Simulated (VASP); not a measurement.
# C (P6_3/mmc) in VASP: a series of runs

C is run at these levels: PBE; tasks: relaxation of cell and atoms, single point.

Program: VASP 6.6.1. These are calculated values, not measurements. Logs are shortened: lines on timing, memory, paths and dates and some standing lists are left out, and cuts for length are marked.

**1. The cell of the first run**

It takes space group P6_3/mmc (No. 194, hexagonal). Conventional cell: a = 1.950 Å, b = 1.950 Å, c = 3.159 Å, α = 90.00°, β = 90.00°, γ = 120.00°. Within 2.6 Å of C (site symmetry -6m2) lie 12 C at 1.94 to 1.95 Å.

**2. Relaxation of cell and atoms, PBE, target pressure 96 GPa, at which the enthalpy is minimised**

Input file INCAR:

```
PREC = Accurate
ENCUT = 600
EDIFF = 1E-6
ISMEAR = -1
SIGMA = 0.1
LREAL = F
LASPH = T
NELM = 100
ALGO = Normal
ISIF = 3
LWAVE = F
LCHARG = F
GGA = PE
IBRION = 2
NSW = 60
EDIFFG = -0.005
PSTRESS = 960.0
```

Input file KPOINTS:

```
Automatic mesh
0
Gamma
  23 23 13
```

Input file POSCAR:

```
C
1.0
    1.9499771715      0.0000000000      0.0000000000
   -0.9749885858      1.6887297674      0.0000000000
    0.0000000000      0.0000000000      3.1589630179
C
2
Direct
    0.3333333333      0.6666666667      0.2500000000
    0.6666666667      0.3333333333      0.7500000000
```

Potentials or basis: VASP PAW PBE potentials, release 64 (C).

On the command line:

```
$ cat potpaw_PBE.64/C/POTCAR > POTCAR
$ mpirun -np 1 vasp_std > vasp.out
```

OUTCAR:

```text
PREC = Accurate
   ENCUT = 600
   EDIFF = 1E-6
   ISMEAR = -1
   LREAL = F
   LASPH = T
   NELM = 100
   ISIF = 3
   GGA = PE
   IBRION = 2
   NSW = 60
   EDIFFG = -0.005
   PSTRESS = 960.0

 ion  position               nearest neighbor table
   1  0.333  0.667  0.250-   2 1.94   2 1.94   2 1.94   2 1.94   2 1.94   2 1.94
   2  0.667  0.333  0.750-   1 1.94   1 1.94   1 1.94   1 1.94   1 1.94   1 1.94

  LATTYP: Found a hexagonal cell.
 ALAT       =     1.9499771715
 C/A-ratio  =     1.6200000000

  Lattice vectors:

 A1 = (   1.9499771715,   0.0000000000,   0.0000000000)
 A2 = (  -0.9749885858,   1.6887297674,   0.0000000000)
 A3 = (   0.0000000000,   0.0000000000,   3.1589630179)

Analysis of symmetry for initial positions (statically):
=====================================================================
 Subroutine PRICEL returns:
 Original cell was already a primitive cell.

 Routine SETGRP: Setting up the symmetry group for a
 hexagonal supercell.

 Subroutine GETGRP returns: Found 24 space group operations
 (whereof 12 operations were pure point group operations)
 out of a pool of 24 trial point group operations.

The static configuration has the point symmetry D_3d.
 The point group associated with its full space group is D_6h.

Analysis of symmetry for dynamics (positions and initial velocities):
=====================================================================
 Subroutine PRICEL returns:
 Original cell was already a primitive cell.

 Routine SETGRP: Setting up the symmetry group for a
 hexagonal supercell.

 Subroutine GETGRP returns: Found 24 space group operations
 (whereof 12 operations were pure point group operations)
 out of a pool of 24 trial point group operations.

The dynamic configuration has the point symmetry D_3d.
 The point group associated with its full space group is D_6h.

 Subroutine INISYM returns: Found 24 space group operations
 (whereof 12 operations are pure point group operations),
 and found     1 'primitive' translations

----------------------------------------------------------------------------------------

                                     Primitive cell

  volume of cell :      10.4024

  direct lattice vectors                    reciprocal lattice vectors
     1.949977172  0.000000000  0.000000000     0.512826516  0.296080527  0.000000000
    -0.974988586  1.688729767  0.000000000     0.000000000  0.592161055  0.000000000
     0.000000000  0.000000000  3.158963018     0.000000000  0.000000000  0.316559578

  length of vectors
     1.949977172  1.949977172  3.158963018     0.592161055  0.592161055  0.316559578

  position of ions in fractional coordinates (direct lattice)
     0.333333333  0.666666667  0.250000000
     0.666666667  0.333333333  0.750000000

  ion indices of the primitive-cell ions
   primitive index   ion index
                 1           1
                 2           2

----------------------------------------------------------------------------------------

 KPOINTS: Automatic mesh

Automatic generation of k-mesh.
 Grid dimensions read from file:
 generate k-points for:   23   23   13

 Generating k-lattice:

  Cartesian coordinates                     Fractional coordinates (reciprocal lattice)
     0.022296805  0.012873066  0.000000000     0.043478261  0.000000000  0.000000000
     0.000000000  0.025746133  0.000000000     0.000000000  0.043478261  0.000000000
     0.000000000  0.000000000  0.024350737     0.000000000  0.000000000  0.076923077

  Length of vectors
     0.025746133  0.025746133  0.024350737

  Shift w.r.t. Gamma in fractional coordinates (k-lattice)
     0.000000000  0.000000000  0.000000000

 Subroutine IBZKPT returns following result:
 ===========================================

 Found    392 irreducible k-points:

 Following reciprocal coordinates:
            Coordinates               Weight
  0.000000  0.000000  0.000000      1.000000
  0.043478 -0.000000  0.000000      6.000000
  0.086957  0.000000  0.000000      6.000000
  0.130435  0.000000  0.000000      6.000000
  0.173913  0.000000  0.000000      6.000000
  0.217391  0.000000  0.000000      6.000000
[... 16 lines left out ...]
  0.478261  0.043478  0.000000      6.000000
  0.086957  0.086957  0.000000      6.000000
 [... further k-points ...]
   k-points           NKPTS =    392   k-points in BZ     NKDIM =    392   number of bands    NBANDS=      8
   number of dos      NEDOS =    301   number of ions     NIONS =      2
   total plane-waves  NPLWV =   7168
   dimension x,y,z NGX =    16 NGY =   16 NGZ =   28
   dimension x,y,z NGXF=    32 NGYF=   32 NGZF=   56
   ions per type =               2
   NGX,Y,Z   is equivalent  to a cutoff of  13.64, 13.64, 14.74 a.u.
   NGXF,Y,Z  is equivalent  to a cutoff of  27.28, 27.28, 29.47 a.u.
 SYSTEM =  unknown system
   PREC   = accura    normal or accurate (medium, high low for compatibility)
   ISTART =      0    job   : 0-new  1-cont  2-samecut
   ICHARG =      2    charge: 1-file 2-atom 10-const
   ISPIN  =      1    spin polarized calculation?
   LNONCOLLINEAR =      F non collinear calculations
   LSORBIT =      F    spin-orbit coupling
   LASPH  =      T    aspherical Exc in radial PAW
   ENCUT  =  600.0 eV  44.10 Ry    6.64 a.u.   3.89  3.89  6.31*2*pi/ulx,y,z
   NELM   =    100;   NELMIN=  2; NELMDL= -5     # of ELM steps
   EDIFF  = 0.1E-05   stopping-criterion for ELM
   LREAL  =      F    real-space projection
   EDIFFG = -.5E-02   stopping-criterion for IOM
   NSW    =     60    number of steps for IOM
   IBRION =      2    ionic relax: 0-MD 1-quasi-New 2-CG
   NFREE  =      1    steps in history (QN), initial steepest desc. (CG)
   ISIF   =      3    stress and relaxation
   ISYM   =      2    0-nonsym 1-usesym 2-fastsym
   POTIM  = 0.5000    time-step for ionic-motion
   TEBEG  =    0.0;   TEEND  =   0.0 temperature during run
   PSTRESS=  960.0 pullay stress
   NELECT =       8.0000    total number of electrons
   NUPDOWN=      -1.0000    fix difference up-down
   EMIN   =  10.00;   EMAX   =-10.00  energy-range for DOS
   EFERMI =   0.00;   METHOD = LEGACY
   ISMEAR =    -1;   SIGMA  =   0.10  broadening in eV -4-tet -1-fermi 0-gaus
   EFERMI_NEDOS =   21; number of points for ismear=-14 and -15
   IALGO  =     38    algorithm
   IMIX   =      4    mixing-type and parameters
     AMIX     =   0.40;   BMIX     =  1.00
     AMIX_MAG =   1.60;   BMIX_MAG =  1.00
  volume/ion in A,a.u.               =       5.20        35.10
  Fermi-wavevector in a.u.,A,eV,Ry     =   1.499892  2.834386 30.608714  2.249677
  Thomas-Fermi vector in A             =   2.611463
   LORBIT       =      0    0 simple, 1 ext, 2 COOP (PROOUT), +10 PAW based schemes
   GGA     = PE    functional components
   LHFCALC =     F    Hartree Fock is set to
   AEXX    =    0.0000 exact exchange contribution
   IVDW    =     0    specifies the selected vdW correction
   LEPSILON=     F    determine dielectric tensor
   LRPA    =     F    only Hartree local field effects (RPA)
 conjugate gradient relaxation of ions
 non-spin polarized calculation
  energy-cutoff  :      600.00
  volume of cell :       10.40
 maximum number of plane-waves:       360
 NGX is ok and might be reduce to    16
   NGX =  7   NGY =  7   NGZ = 13

--------------------------------------- Ionic step        1  -------------------------------------------

 number of electron       8.0000000 magnetization

 Free energy of the ion-electron system (eV)
  ---------------------------------------------------
  ext. energy  EPLUGINS =         0.00000000
  ---------------------------------------------------
  free energy    TOTEN  =        -8.82816752 eV

  energy without entropy =       -8.81388553  energy(sigma->0) =       -8.82102652

------------------------ aborting loop because EDIFF is reached ----------------------------------------

  FORCE on cell =-STRESS in cart. coord.  units (eV):
  Direction    XX          YY          ZZ          XY          YZ          ZX
  --------------------------------------------------------------------------------------
  -------------------------------------------------------------------------------------
  Total        4.7762223      4.7762223      4.9379465     -0.0000000      0.0000000      0.0000000
  in kB      735.6324665    735.6324665    760.5411779     -0.0000000      0.0000000      0.0000000
  external PRESSURE =    -216.0646297 kB  Pullay stress =     960.0000000 kB
[... 97 lines left out ...]
  energy  without entropy=       -8.5609177399  energy(sigma->0) =       -8.56749280

  enthalpy is  TOTEN    =        -2.6293367936 eV   P V=        5.9447310619

[... ionic steps 4 to 26 ...]

--------------------------------------- Ionic step       27  -------------------------------------------

 number of electron       7.9999997 magnetization

------------------------ aborting loop because EDIFF is reached ----------------------------------------
[... 71 lines left out ...]
--------------------------------------- Ionic step       29  -------------------------------------------

 number of electron       7.9999997 magnetization

 Free energy of the ion-electron system (eV)
  ---------------------------------------------------
  ext. energy  EPLUGINS =         0.00000000
  ---------------------------------------------------
  free energy    TOTEN  =        -9.24909008 eV

  energy without entropy =       -9.23077534  energy(sigma->0) =       -9.23993271

 E-fermi :  13.2941     XC(G=0): -14.2225

 val. band max:       13.2772249883   @ k =   0.2609   0.2174   0.1538
 cond. band min:      13.2955818130   @ k =   0.3043   0.1739   0.1538
 fundamental gap:      0.0183568247
 Fermi energy:        13.2940643545

 k-point     1 :       0.0000    0.0000    0.0000
  band No.  band energies     occupation
      1     -12.4127      2.00000
      2      -9.0826      2.00000
      3      -1.5284      2.00000
      4       9.0005      2.00000
      5      22.7480      0.00000
      6      32.5089      0.00000
      7      32.5089      0.00000
      8      32.7121      0.00000
[... 243 lines left out ...]
 k-point    24 :       0.0870    0.0870    0.0000
  band No.  band energies     occupation
      1     -11.0872      2.00000
      2      -7.9025      2.00000
      3       0.1119      2.00000
      4      10.4430      2.00000
      5      22.9780      0.00000
      6      28.5633      0.00000
      7      29.4047      0.00000
      8      29.8060      0.00000

 [... further k-points ...]

------------------------ aborting loop because EDIFF is reached ----------------------------------------

  FORCE on cell =-STRESS in cart. coord.  units (eV):
  Direction    XX          YY          ZZ          XY          YZ          ZX
  --------------------------------------------------------------------------------------
  -------------------------------------------------------------------------------------
  Total        6.0228557      6.0228558      6.0120031     -0.0000000     -0.0000000      0.0000000
  in kB      960.2370898    960.2370961    958.5068257     -0.0000019     -0.0000000      0.0000000
  external PRESSURE =      -0.3396628 kB  Pullay stress =     960.0000000 kB
[... 21 lines left out ...]
  energy  without entropy=       -9.2307753449  energy(sigma->0) =       -9.23993271

  enthalpy is  TOTEN    =        -3.2277214520 eV   P V=        6.0213686303

 reached required accuracy - stopping structural energy minimisation
```

Run time: 4.7 min. Hardware: 1 thread of Intel Xeon 8259CL, shared host; peak memory 0.14 GiB.

What came out:

```yaml
Free_energy: -9.2491 eV
Relaxed_volume: 5.02 Å³/atom
Relaxed_cell: a = 1.614 Å, b = 1.614 Å, c = 4.455 Å, α = 90.00°, β = 90.00°, γ = 120.00°
Space_group_after_relaxing_to_0.1_Å: P6_3/mmc (No. 194)
Energy_change_on_relaxing_the_run_minimises_the_enthalpy: -210.5 meV/atom
Ionic_steps: 29
Pressure_after_relaxing: 96.0 GPa
Band_gap_on_the_k_mesh: zero (bands 4 and 5 overlap by 4.59 eV)
```

Step by step:
```csv
step,energy change (eV),largest force (eV/Å),pressure (GPa),volume (Å³)
1,0.0000,0.0000,74.39,10.40
2,0.6257,0.0000,126.41,9.38
3,0.2541,0.0000,95.84,9.92
4,0.2598,0.0000,96.30,9.91
5,0.2606,0.0000,96.26,9.91
6,0.2645,0.0000,96.24,9.90
7,0.2705,0.0000,97.58,9.87
8,0.2711,0.0000,101.34,9.79
9,0.2732,0.0000,112.14,9.55
10,0.7122,0.0000,195.69,8.75
11,0.3546,0.0000,125.59,9.31
12,0.4146,0.0000,147.55,9.05
13,0.5114,0.0000,169.22,8.91
14,0.5450,0.0000,174.50,8.87
15,0.5017,0.0000,170.70,8.91
16,0.3769,0.0000,159.70,9.03
17,0.1481,0.0000,139.31,9.28
18,-0.2326,0.0000,103.85,9.78
19,-0.3088,0.0000,96.32,9.91
20,-0.3195,0.0000,96.29,9.92
21,-0.3488,0.0000,96.54,9.95
22,-0.3944,0.0000,97.57,10.01
23,-0.4022,0.0000,97.75,10.02
24,-0.4009,0.0000,97.75,10.02
25,-0.4134,0.0000,96.55,10.04
26,-0.4192,0.0000,95.99,10.05
27,-0.4196,0.0000,95.96,10.05
28,-0.4199,0.0000,96.00,10.05
29,-0.4209,0.0000,95.97,10.05
```

Final structure:
```yaml
crystal:
  lattice:
    - [1.61398, 0.00000, 0.00000]
    - [-0.80699, 1.39775, 0.00000]
    - [0.00000, 0.00000, 4.45461]
  atoms:
    - { symbol: C, position: [0.33333, 0.66667, 0.25000] }
    - { symbol: C, position: [0.66667, 0.33333, 0.75000] }
```

Caveat: the cell is relaxed towards a set pressure, so the run minimises the enthalpy, not the energy; a cell axis changed by over 15 % at a fixed basis, so the end point is rough.

(Part 1 of 3 ends here.)
